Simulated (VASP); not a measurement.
The system is AlN.

```
Al N
1.0
     0.00000    2.03452    2.03452
     2.03452    0.00000    2.03452
     2.03452    2.03452    0.00000
Al N
1 1
Direct
  0.50000 0.50000 0.50000
  0.00000 0.00000 0.00000
```

| Quantity | Value |
| --- | --- |
| Program | VASP 6.6.1 |
| Task | relaxation of cell and atoms |
| Functional | PBE |
| Dispersion | D3(BJ) |
| Potentials or basis | VASP PAW PBE potentials, release 64 (Al, N) |
| Cutoff | 600 eV |
| k mesh | 11 × 11 × 11 |
| Occupations | fermi-dirac, width 0.05 eV |
| Spin | no spin polarisation |

At the start: pressure -6.7 GPa; volume 8.42 Å³/atom.

**Question.** How do energy, volume and symmetry change on relaxing?

**Answer.** Over 3 steps the energy falls by 4.8 meV/atom and the volume is 8.20 Å³/atom (-2.6 %); space group Fm-3m (No. 225, to 0.05 Å).

The path:
```tsv
step	energy change (eV)	largest force (eV/Å)	pressure (GPa)	volume (Å³)
1	0.0000	0.0000	-6.72	16.84
2	-0.0010	0.0000	6.93	16.00
3	-0.0095	0.0000	-0.02	16.40
```

Final structure:
```
Al N
1.0
     0.00000    2.01652    2.01652
     2.01652    0.00000    2.01652
     2.01652    2.01652    0.00000
Al N
1 1
Cartesian
  2.0165 2.0165 2.0165
  0.0000 0.0000 0.0000
```
